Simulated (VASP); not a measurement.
# Os: single point with r2SCAN

Crystal: Os.

```
Os
1.0
     2.73410    0.00000    0.00000
    -1.36705    2.36780    0.00000
     0.00000    0.00000    4.31970
Os
2
Direct
  0.66667 0.33333 0.75000
  0.33333 0.66667 0.25000
```

```yaml
Program: VASP 6.6.1
Task: single point
Functional: r2SCAN
Potentials_or_basis: VASP PAW PBE potentials, release 64 (Os_sv_GW)
Cutoff: 550 eV
k_mesh: 6 × 6 × 4
Occupations: fermi-dirac, width 0.05 eV
Spin: no spin polarisation
Dipole_correction: no
Second_run: valence_matched
Further_INCAR_settings: ALGO = Normal; EDIFF = 1e-06; NBANDS = 23
```

- Pressure: -0.1 GPa
- Band gap on the k mesh: zero (band 16 reaches 15.71 eV, above the bottom of band 17 at 11.93 eV)

Stress tensor (GPa, compression positive):
```
 2.19  0.00  0.00
 0.00  2.19  0.00
 0.00  0.00 -4.72
```

Levels at points of the mesh, in eV from the Fermi level:
| k point | band 14 | band 15 | band 16 | band 17 | band 18 | band 19 |
| --- | --- | --- | --- | --- | --- | --- |
| (0.00, 0.00, 0.00) | -2.65 | -2.65 | -1.99 | -1.99 | -0.37 | 1.41 |
| (0.50, 0.00, 0.00) | -3.06 | -2.29 | 1.78 | 2.36 | 2.48 | 4.26 |
| (0.00, 0.00, 0.50) | -3.72 | -3.72 | -3.72 | 0.58 | 0.58 | 0.58 |
| (0.50, 0.00, 0.50) | -1.62 | -0.56 | -0.56 | 2.13 | 2.13 | 3.08 |

It took 52 s on 1 thread of AMD EPYC 9R45 96-Core Processor (Zen 5), with other jobs on the host, peak memory 0.14 GiB.

Caveat: the k points lie up to 0.44 Å⁻¹ apart; the PAW data sets were made with another functional, which shifts forces and pressure a little; spin-orbit coupling is left out, which moves the levels of the heavy elements.
